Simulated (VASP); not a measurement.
Write the native input for VASP 6.6.1 that does the following.

* Task: single point
* Functional: r2SCAN
* Potentials or basis: VASP PAW PBE potentials, release 64 (Si, O)
* Cutoff: 520 eV
* k mesh: 4 × 4 × 4
* Occupations: gaussian, width 0.02 eV
* Spin: no spin polarisation
* Dipole correction: no
* Further INCAR settings: LREAL = Auto; ALGO = Normal; EDIFF = 1e-06; NBANDS = 82

SiO2:

```
CELL_PARAMETERS angstrom
4.55564 -5.25717 0.00000
4.55564 5.25717 0.00000
0.00000 0.00000 9.12643
ATOMIC_POSITIONS crystal
Si 0.30817 0.04380 0.91163
Si 0.45620 0.19183 0.58837
Si 0.04380 0.30817 0.08837
Si 0.19183 0.45620 0.41163
Si 0.95620 0.69183 0.91163
Si 0.69183 0.95620 0.08837
Si 0.80817 0.54380 0.58837
Si 0.54380 0.80817 0.41163
O 0.79594 0.79594 0.00000
O 0.62708 0.87292 0.25000
O 0.70406 0.70406 0.50000
O 0.34473 0.65527 0.39617
O 0.12708 0.37292 0.25000
O 0.87292 0.62708 0.75000
O 0.20406 0.20406 0.00000
O 0.37292 0.12708 0.75000
O 0.00000 0.50000 0.00000
O 0.15527 0.84473 0.89617
O 0.65527 0.34473 0.60383
O 0.84473 0.15527 0.10383
O 0.29594 0.29594 0.50000
O 0.50000 0.00000 0.00000
O 0.00000 0.50000 0.50000
O 0.50000 0.00000 0.50000
```

The input as run:

POSCAR

```
SiO2
1.0
    4.5556365509     -5.2571659476      0.0000000000
    4.5556365509      5.2571659476      0.0000000000
    0.0000000000      0.0000000000      9.1264341042
Si O
8 16
Direct
    0.3081724821      0.0438025884      0.9116268171
    0.4561974116      0.1918275179      0.5883731829
    0.0438025884      0.3081724821      0.0883731829
    0.1918275179      0.4561974116      0.4116268171
    0.9561974116      0.6918275179      0.9116268171
    0.6918275179      0.9561974116      0.0883731829
    0.8081724821      0.5438025884      0.5883731829
    0.5438025884      0.8081724821      0.4116268171
    0.7959366785      0.7959366785      0.0000000000
    0.6270817425      0.8729182575      0.2500000000
    0.7040633215      0.7040633215      0.5000000000
    0.3447290919      0.6552709081      0.3961678160
    0.1270817425      0.3729182575      0.2500000000
    0.8729182575      0.6270817425      0.7500000000
    0.2040633215      0.2040633215      0.0000000000
    0.3729182575      0.1270817425      0.7500000000
    0.0000000000      0.5000000000      0.0000000000
    0.1552709081      0.8447290919      0.8961678160
    0.6552709081      0.3447290919      0.6038321840
    0.8447290919      0.1552709081      0.1038321840
    0.2959366785      0.2959366785      0.5000000000
    0.5000000000      0.0000000000      0.0000000000
    0.0000000000      0.5000000000      0.5000000000
    0.5000000000      0.0000000000      0.5000000000
```

INCAR.step1

```
PREC = Accurate
ENCUT = 520
ISMEAR = 0
SIGMA = 0.02
LREAL = Auto
LASPH = T
NELM = 100
NBANDS = 82
GGA = PE
ALGO = Normal
EDIFF = 1E-4
LWAVE = T
LCHARG = F
```

INCAR.step2

```
PREC = Accurate
ENCUT = 520
EDIFF = 1E-6
ISMEAR = 0
SIGMA = 0.02
LREAL = Auto
LASPH = T
NELM = 100
ALGO = Normal
ISIF = 2
LWAVE = F
LCHARG = F
METAGGA = R2SCAN
LMIXTAU = T
NBANDS = 82
ISTART = 1
```

KPOINTS

```
regular mesh
0
Gamma
  4 4 4
```

Potentials or basis: VASP PAW PBE potentials, release 64 (Si, O).

Run with:

```console
$ cat potpaw_PBE.64/Si/POTCAR potpaw_PBE.64/O/POTCAR > POTCAR
$ cp INCAR.step1 INCAR
$ mpirun -np 1 vasp_std > vasp.out
$ cp INCAR.step2 INCAR
$ mpirun -np 1 vasp_std > vasp.out
```

Results of the run:

The pressure is -5.7 GPa, the largest force is 0.028 eV/Å and the band gap on the k mesh is 5.99 eV.

Caveat: the cell stands under tension; the PAW data sets were made with another functional, which shifts forces and pressure a little.

Run time: 67 min on 1 thread of Oxide Virtual Turin-like Processor (shared host), peak memory 0.77 GiB.
